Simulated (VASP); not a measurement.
# Fe (R-3m) in VASP: a series of runs

Runs on Fe. Level: PBE. Tasks: relaxation of cell and atoms, single point.

Program: VASP 6.6.1. These are calculated values, not measurements. Logs are shortened: lines on timing, memory, paths and dates and some standing lists are left out, and cuts for length are marked.

## 1. The cell of the first run

The structure is trigonal, space group R-3m (No. 166). Conventional cell: a = 2.694 Å, b = 2.694 Å, c = 19.527 Å, α = 90.00°, β = 90.00°, γ = 120.00°. Fe (site symmetry -3m) has 12 Fe at 2.67 to 2.69 Å within 3.5 Å. Fe (site symmetry 3m) has 12 Fe at 2.67 to 2.69 Å within 3.5 Å.

## 2. Relaxation of cell and atoms, PBE, collinear spin, ferromagnetic start

Contents of INCAR:

```
SYSTEM = Fe
PREC = Accurate ; ENCUT = 600
EDIFF = 1E-6 ; ISMEAR = 0
SIGMA = 0.1 ; LREAL = .False.
LASPH = .True. ; NELM = 150
ALGO = Normal ; ISIF = 3
LWAVE = .False. ; LCHARG = .False.
ISPIN = 2 ; MAGMOM = 3.1 3.13 3.13
LORBIT = 11 ; LMAXMIX = 4
GGA = PE ; IBRION = 2
NSW = 90 ; EDIFFG = -0.04
```

Contents of KPOINTS:

```
Automatic mesh
0
Gamma
  9 9 9
  0 0 0
```

Contents of POSCAR:

```
Fe
1.0
    1.3468281577      0.7775915994      6.5091359760
   -1.3468281577      0.7775915994      6.5091359760
    0.0000000000     -1.5551831988      6.5091359760
Fe
3
Direct
    0.0000000000      0.0000000000      0.0000000000
    0.2222200000      0.2222200000      0.2222200000
    0.7777800000      0.7777800000      0.7777800000
```

Potentials or basis: VASP PAW PBE potentials, release 64 (Fe).

Command:

```console
$ cat potpaw_PBE.64/Fe/POTCAR > POTCAR
$ mpirun -np 1 vasp_std > vasp.out
```

OUTCAR:

```text
SYSTEM = Fe
   PREC = Accurate
   ENCUT = 600
   EDIFF = 1E-6
   ISMEAR = 0
   LREAL = .False.
   LASPH = .True.
   NELM = 150
   ISIF = 3
   ISPIN = 2
   LORBIT = 11
   GGA = PE
   IBRION = 2
   NSW = 90
   EDIFFG = -0.04

 ion  position               nearest neighbor table
   1  0.000  0.000  0.000-   3 2.67   2 2.67   3 2.67   3 2.67   2 2.67   2 2.67
   2  0.222  0.222  0.222-   3 2.67   3 2.67   3 2.67   1 2.67   1 2.67   1 2.67
   3  0.778  0.778  0.778-   2 2.67   2 2.67   2 2.67   1 2.67   1 2.67   1 2.67

  LATTYP: Found a trigonal (rhomboedric) cell.
 ALAT       =     6.6923423355
 COS(alpha) =     0.9189975651

  Lattice vectors:

 A1 = (   1.3468281577,   0.7775915994,   6.5091359760)
 A2 = (  -1.3468281577,   0.7775915994,   6.5091359760)
 A3 = (   0.0000000000,  -1.5551831988,   6.5091359760)

Analysis of symmetry for initial positions (statically):
=====================================================================
 Subroutine PRICEL returns:
 Original cell was already a primitive cell.

 Routine SETGRP: Setting up the symmetry group for a
 trigonal (rhombohedral) supercell.

 Subroutine GETGRP returns: Found 12 space group operations
 (whereof 12 operations were pure point group operations)
 out of a pool of 12 trial point group operations.

The static configuration has the point symmetry D_3d.

Analysis of symmetry for dynamics (positions and initial velocities):
=====================================================================
 Subroutine PRICEL returns:
 Original cell was already a primitive cell.

 Routine SETGRP: Setting up the symmetry group for a
 trigonal (rhombohedral) supercell.

 Subroutine GETGRP returns: Found 12 space group operations
 (whereof 12 operations were pure point group operations)
 out of a pool of 12 trial point group operations.

The dynamic configuration has the point symmetry D_3d.

Analysis of structural, dynamic, and magnetic symmetry:
=====================================================================
 Subroutine PRICEL returns:
 Original cell was already a primitive cell.

 Routine SETGRP: Setting up the symmetry group for a
 trigonal (rhombohedral) supercell.

 Subroutine GETGRP returns: Found 12 space group operations
 (whereof 12 operations were pure point group operations)
 out of a pool of 12 trial point group operations.

The overall configuration has the point symmetry D_3d.

 Subroutine INISYM returns: Found 12 space group operations
 (whereof 12 operations are pure point group operations),
 and found     1 'primitive' translations

----------------------------------------------------------------------------------------

                                     Primitive cell

  volume of cell :      40.9014

  direct lattice vectors                    reciprocal lattice vectors
     1.346828158  0.777591599  6.509135976     0.371242610  0.214337021  0.051210074
    -1.346828158  0.777591599  6.509135976    -0.371242610  0.214337021  0.051210074
     0.000000000 -1.555183199  6.509135976     0.000000000 -0.428674041  0.051210074

  length of vectors
     6.692342336  6.692342336  6.692342336     0.431722023  0.431722023  0.431722023

  position of ions in fractional coordinates (direct lattice)
     0.000000000  0.000000000  0.000000000
     0.222220000  0.222220000  0.222220000
     0.777780000  0.777780000  0.777780000

  ion indices of the primitive-cell ions
   primitive index   ion index
                 1           1
                 2           2
                 3           3

----------------------------------------------------------------------------------------

 KPOINTS: Automatic mesh

Automatic generation of k-mesh.
 Grid dimensions read from file:
 generate k-points for:    9    9    9

 Generating k-lattice:

  Cartesian coordinates                     Fractional coordinates (reciprocal lattice)
     0.041249179  0.023815225  0.005690008     0.111111111 -0.000000000  0.000000000
    -0.041249179  0.023815225  0.005690008    -0.000000000  0.111111111  0.000000000
     0.000000000 -0.047630449  0.005690008     0.000000000  0.000000000  0.111111111

  Length of vectors
     0.047969114  0.047969114  0.047969114

  Shift w.r.t. Gamma in fractional coordinates (k-lattice)
     0.000000000  0.000000000  0.000000000

 Subroutine IBZKPT returns following result:
 ===========================================

 Found     85 irreducible k-points:

 Following reciprocal coordinates:
            Coordinates               Weight
  0.000000  0.000000  0.000000      1.000000
  0.111111  0.000000  0.000000      6.000000
  0.222222  0.000000 -0.000000      6.000000
  0.333333  0.000000 -0.000000      6.000000
  0.444444  0.000000 -0.000000      6.000000
  0.111111  0.111111  0.000000      6.000000
[... 16 lines left out ...]
 -0.333333  0.333333  0.000000      6.000000
  0.444444  0.444444 -0.000000      6.000000
 [... further k-points ...]
   k-points           NKPTS =     85   k-points in BZ     NKDIM =     85   number of bands    NBANDS=     21
   number of dos      NEDOS =    301   number of ions     NIONS =      3
   total plane-waves  NPLWV = 157464
   dimension x,y,z NGX =    54 NGY =   54 NGZ =   54
   dimension x,y,z NGXF=   108 NGYF=  108 NGZF=  108
   ions per type =               3
   NGX,Y,Z   is equivalent  to a cutoff of  13.41, 13.41, 13.41 a.u.
   NGXF,Y,Z  is equivalent  to a cutoff of  26.83, 26.83, 26.83 a.u.
 SYSTEM =  Fe
   PREC   = accura    normal or accurate (medium, high low for compatibility)
   ISTART =      0    job   : 0-new  1-cont  2-samecut
   ICHARG =      2    charge: 1-file 2-atom 10-const
   ISPIN  =      2    spin polarized calculation?
   LNONCOLLINEAR =      F non collinear calculations
   LSORBIT =      F    spin-orbit coupling
   LASPH  =      T    aspherical Exc in radial PAW
   ENCUT  =  600.0 eV  44.10 Ry    6.64 a.u.  13.37 13.37 13.37*2*pi/ulx,y,z
   NELM   =    150;   NELMIN=  2; NELMDL= -5     # of ELM steps
   EDIFF  = 0.1E-05   stopping-criterion for ELM
   LREAL  =      F    real-space projection
   EDIFFG = -.4E-01   stopping-criterion for IOM
   NSW    =     90    number of steps for IOM
   IBRION =      2    ionic relax: 0-MD 1-quasi-New 2-CG
   NFREE  =      1    steps in history (QN), initial steepest desc. (CG)
   ISIF   =      3    stress and relaxation
   ISYM   =      2    0-nonsym 1-usesym 2-fastsym
   POTIM  = 0.5000    time-step for ionic-motion
   TEBEG  =    0.0;   TEEND  =   0.0 temperature during run
   PSTRESS=    0.0 pullay stress
   NELECT =      24.0000    total number of electrons
   NUPDOWN=      -1.0000    fix difference up-down
   EMIN   =  10.00;   EMAX   =-10.00  energy-range for DOS
   EFERMI =   0.00;   METHOD = LEGACY
   ISMEAR =     0;   SIGMA  =   0.10  broadening in eV -4-tet -1-fermi 0-gaus
   EFERMI_NEDOS =   21; number of points for ismear=-14 and -15
   IALGO  =     38    algorithm
   IMIX   =      4    mixing-type and parameters
     AMIX     =   0.40;   BMIX     =  1.00
     AMIX_MAG =   1.60;   BMIX_MAG =  1.00
  volume/ion in A,a.u.               =      13.63        92.01
  Fermi-wavevector in a.u.,A,eV,Ry     =   1.370563  2.589989 25.557783  1.878444
  Thomas-Fermi vector in A             =   2.496338
   LORBIT       =     11    0 simple, 1 ext, 2 COOP (PROOUT), +10 PAW based schemes
   GGA     = PE    functional components
   LHFCALC =     F    Hartree Fock is set to
   AEXX    =    0.0000 exact exchange contribution
   IVDW    =     0    specifies the selected vdW correction
   LEPSILON=     F    determine dielectric tensor
   LRPA    =     F    only Hartree local field effects (RPA)
 conjugate gradient relaxation of ions
 spin polarized calculation
 Gauss-broadening in eV      SIGMA  =   0.10
  energy-cutoff  :      600.00
  volume of cell :       40.90
 maximum number of plane-waves:      1397
 NGX is ok and might be reduce to    54
   NGX = 27   NGY = 27   NGZ = 27

--------------------------------------- Ionic step        1  -------------------------------------------

 number of electron      23.9999993 magnetization       8.3364668

 Free energy of the ion-electron system (eV)
  ---------------------------------------------------
  ext. energy  EPLUGINS =         0.00000000
  ---------------------------------------------------
  free energy    TOTEN  =       -23.87361024 eV

  energy without entropy =      -23.85379024  energy(sigma->0) =      -23.86370024

------------------------ aborting loop because EDIFF is reached ----------------------------------------

  FORCE on cell =-STRESS in cart. coord.  units (eV):
  Direction    XX          YY          ZZ          XY          YZ          ZX
  --------------------------------------------------------------------------------------
  -------------------------------------------------------------------------------------
  Total       -4.0710905     -4.0710905     -2.9509629     -0.0000000     -0.0000000     -0.0000000
  in kB     -159.4714705   -159.4714705   -115.5941858     -0.0000000     -0.0000000     -0.0000000
  external PRESSURE =    -144.8457089 kB  Pullay stress =       0.0000000 kB
[... 94 lines left out ...]
  FREE ENERGIE OF THE ION-ELECTRON SYSTEM (eV)
  ---------------------------------------------------
  free  energy   TOTEN  =       -24.3366264154 eV

  energy  without entropy=      -24.3138256382  energy(sigma->0) =      -24.32522603

[... ionic steps 4 to 9 ...]

--------------------------------------- Ionic step       10  -------------------------------------------

 number of electron      24.0000000 magnetization      -0.0014229

------------------------ aborting loop because EDIFF is reached ----------------------------------------

  FORCE on cell =-STRESS in cart. coord.  units (eV):
  Direction    XX          YY          ZZ          XY          YZ          ZX
  --------------------------------------------------------------------------------------
  -------------------------------------------------------------------------------------
  Total       -0.1169071     -0.1169071      0.0549151      0.0000000     -0.0000000      0.0000000
  in kB       -6.1188612     -6.1188612      2.8742307      0.0000000     -0.0000000      0.0000000
  external PRESSURE =      -3.1211639 kB  Pullay stress =       0.0000000 kB
[... 59 lines left out ...]
  energy  without entropy=      -24.3852094399  energy(sigma->0) =      -24.39481632

--------------------------------------- Ionic step       12  -------------------------------------------

 number of electron      24.0000002 magnetization      -0.0041986

 Free energy of the ion-electron system (eV)
  ---------------------------------------------------
  ext. energy  EPLUGINS =         0.00000000
  ---------------------------------------------------
  free energy    TOTEN  =       -24.40571517 eV

  energy without entropy =      -24.38687341  energy(sigma->0) =      -24.39629429

 E-fermi :   6.9593     XC(G=0): -13.7876

 val. band max:        6.9583997434   @ k =  -0.3333   0.4444   0.3333
 cond. band min:       6.9598540765   @ k =  -0.3333   0.4444   0.3333
 fundamental gap:      0.0014543331
 Fermi energy:         6.9593446565

 spin component 1

 k-point     1 :       0.0000    0.0000    0.0000
  band No.  band energies     occupation
      1      -2.0112      1.00000
      2       1.4741      1.00000
      3       1.5164      1.00000
      4       5.0890      1.00000
      5       5.0890      1.00000
      6       5.0978      1.00000
[... 550 lines left out ...]
      5       3.9991      1.00000
      6       4.4035      1.00000
[... 13 lines left out ...]
     20      17.0342      0.00000
     21      20.1198      0.00000

 [... further k-points ...]

 spin component 2

 k-point     1 :       0.0000    0.0000    0.0000
  band No.  band energies     occupation
      1      -2.0111      1.00000
      2       1.4766      1.00000
      3       1.5141      1.00000
      4       5.0826      1.00000
      5       5.0826      1.00000
      6       5.1029      1.00000
[... 550 lines left out ...]
      5       3.9942      1.00000
      6       4.4151      1.00000
[... 13 lines left out ...]
     20      17.0343      0.00000
     21      20.1212      0.00000

 [... further k-points ...]

------------------------ aborting loop because EDIFF is reached ----------------------------------------

  FORCE on cell =-STRESS in cart. coord.  units (eV):
  Direction    XX          YY          ZZ          XY          YZ          ZX
  --------------------------------------------------------------------------------------
  -------------------------------------------------------------------------------------
  Total        0.0136384      0.0136384      0.0216230      0.0000000      0.0000000      0.0000000
  in kB        0.7144327      0.7144327      1.1326912      0.0000000      0.0000000      0.0000000
  external PRESSURE =       0.8538522 kB  Pullay stress =       0.0000000 kB
[... 18 lines left out ...]
  FREE ENERGIE OF THE ION-ELECTRON SYSTEM (eV)
  ---------------------------------------------------
  free  energy   TOTEN  =       -24.4057151668 eV

  energy  without entropy=      -24.3868734056  energy(sigma->0) =      -24.39629429

 reached required accuracy - stopping structural energy minimisation

 total charge

# of ion       s       p       d       tot
------------------------------------------
    1        0.532   0.620   6.331   7.483
    2        0.539   0.642   6.346   7.527
    3        0.539   0.642   6.346   7.527
--------------------------------------------------
tot          1.610   1.904  19.022  22.536

 magnetization (x)

# of ion       s       p       d       tot
------------------------------------------
    1       -0.000   0.000  -0.028  -0.028
    2        0.000   0.000   0.012   0.012
    3        0.000   0.000   0.012   0.012
--------------------------------------------------
tot         -0.000   0.000  -0.005  -0.005
```

It took 2.1 h on 1 thread of Intel Xeon Platinum 8488C (Sapphire Rapids), shared host; peak memory 0.64 GiB.

Results:

* Free energy: -24.4057 eV
* Relaxed volume: 10.20 Å³/atom
* Relaxed cell: a = 6.031 Å, b = 6.031 Å, c = 6.031 Å, α = 23.48°, β = 23.48°, γ = 23.48°
* Space group after relaxing (to 0.1 Å): R-3m (No. 166)
* Energy gained by relaxing: 177.4 meV/atom
* Ionic steps: 12
* Pressure after relaxing: 0.1 GPa
* Largest force after relaxing: 0.013 eV/Å
* Band gap on the k mesh: zero (filled and empty bands overlap)
* Net moment: 0.00 μB per cell
* Site moments: Fe -0.03, +0.01 (each value once) μB
* Valence electrons inside the program's atomic spheres: Fe 7.48, 7.53 (each value once)

Forces on the atoms (eV/Å):
```
Fe   0.000  0.000  0.000
Fe   0.000  0.000 -0.013
Fe   0.000  0.000  0.013
```

The path:
| step | energy change (eV) | largest force (eV/Å) | pressure (GPa) | volume (Å³) |
| --- | --- | --- | --- | --- |
| 1 | 0.0000 | 0.0072 | -14.48 | 40.90 |
| 2 | -0.1733 | 0.2363 | -4.74 | 34.03 |
| 3 | -0.4630 | 0.3415 | -6.49 | 31.35 |
| 4 | 0.2603 | 0.3703 | 59.84 | 26.43 |
| 5 | -0.4728 | 0.3455 | -2.25 | 30.87 |
| 6 | -0.4731 | 0.3468 | -0.63 | 30.69 |
| 7 | -0.4483 | 0.1079 | 16.63 | 29.07 |
| 8 | -0.5077 | 0.2997 | 6.10 | 29.97 |
| 9 | -0.5112 | 0.0060 | -5.32 | 31.22 |
| 10 | -0.5308 | 0.1530 | -0.31 | 30.61 |
| 11 | -0.5308 | 0.1564 | -0.15 | 30.60 |
| 12 | -0.5321 | 0.0133 | 0.09 | 30.59 |

Final structure:
```cif
data_structure
_symmetry_space_group_name_H-M 'P 1'
_symmetry_Int_Tables_number 1
_cell_length_a 6.0310
_cell_length_b 6.0310
_cell_length_c 6.0310
_cell_angle_alpha 23.482
_cell_angle_beta 23.482
_cell_angle_gamma 23.482
_cell_volume 30.59
loop_
_atom_site_label
_atom_site_type_symbol
_atom_site_fract_x
_atom_site_fract_y
_atom_site_fract_z
_atom_site_occupancy
Fe1 Fe 0.00000 0.00000 0.00000 1
Fe2 Fe 0.22084 0.22084 0.22084 1
Fe3 Fe 0.77916 0.77916 0.77916 1
```

Caveat: the volume moved by over 15 % at a fixed basis, so the end points are rough.

[end of part 1 of 2]
